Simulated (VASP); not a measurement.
Here is a VASP 6.6.1 calculation.

Contents of INCAR:

```
PREC = Accurate
ENCUT = 400
EDIFF = 1E-6
ISMEAR = 0
SIGMA = 0.03
LREAL = False
LASPH = True
NELM = 120
ALGO = Normal
ISIF = 2
LWAVE = False
LCHARG = True
LDIPOL = True
IDIPOL = 3
DIPOL = 0.5 0.5 0.289
GGA = RE
IVDW = 12
LELF = True
LVHAR = True
LVACPOTAV = True
NBANDS = 12
GGA_COMPAT = False
NELMDL = -8
```

File KPOINTS:

```
regular mesh
0
Gamma
  12 12 1
```

POSCAR

```
Sb
1.0
    4.0587742759      0.0000000000      0.0000000000
   -2.0293871379      3.5150016312      0.0000000000
    0.0000000000      0.0000000000     27.1000000030
Sb
2
Direct
    0.3333333333      0.6666666667      0.2580857519
    0.6666666667      0.3333333333      0.3194050230
```

Potentials or basis: VASP PAW PBE potentials, release 64 (Sb).

Launch:

```console
$ cat potpaw_PBE.64/Sb/POTCAR > POTCAR
$ mpirun -np 1 vasp_std > vasp.out
```

(1) Predict the band gap on the k mesh.

(2) Predict the dispersion energy per atom.

(3) Predict the largest force.

Answers

(1) 1.18 eV, indirect (least direct gap 1.69 eV).

(2) -0.461 eV.

(3) 0.076 eV/Å.

Caveat: the PAW data sets were made with another functional, which shifts forces and pressure a little; spin-orbit coupling is left out, which moves the levels of the heavy elements.
